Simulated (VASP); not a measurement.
Here is a VASP 6.6.1 calculation.

File INCAR:

```
ALGO = Normal
EDIFF = 1E-6
EDIFFG = -0.01
ENCUT = 600
GGA = CA
IBRION = 2
ISIF = 3
ISMEAR = -1
LASPH = T
LCHARG = F
LREAL = F
LWAVE = F
NELM = 60
NSW = 80
PREC = Accurate
SIGMA = 0.1
```

Contents of KPOINTS:

```
k-points
0
Gamma
  12 12 12
```

Contents of POSCAR:

```
As
1.0
    0.0000000000      3.0350000000      3.0350000000
    3.0350000000      0.0000000000      3.0350000000
    3.0350000000      3.0350000000      0.0000000000
As
2
Direct
    0.0000000000      0.0000000000      0.0000000000
    0.2500000000      0.2500000000      0.2500000000
```

Potentials or basis: VASP PAW LDA potentials, release 64 (As).

Run with:

```bash
$ cat potpaw_LDA.64/As/POTCAR > POTCAR
$ mpirun -np 1 vasp_std > vasp.out
```

Question: What does it give for the space group after relaxing (to 0.05 Å)?

Answer: Fd-3m (No. 227).

Question: Predict the band gap on the k mesh.

Answer: Zero (band 5 reaches 4.61 eV, above the bottom of band 6 at 2.69 eV).

Question: What does it give for the relaxed cell?

Answer: a = 4.219 Å, b = 4.219 Å, c = 4.219 Å, α = 60.00°, β = 60.00°, γ = 60.00°.

Question: Predict the relaxed volume.

Answer: 26.55 Å³/atom.

Final structure:
```yaml
crystal:
  lattice:
    - [0.00000, 2.98328, 2.98328]
    - [2.98328, 0.00000, 2.98328]
    - [2.98328, 2.98328, 0.00000]
  atoms:
    - { symbol: As, position: [0.00000, 0.00000, 0.00000] }
    - { symbol: As, position: [0.25000, 0.25000, 0.25000] }
```
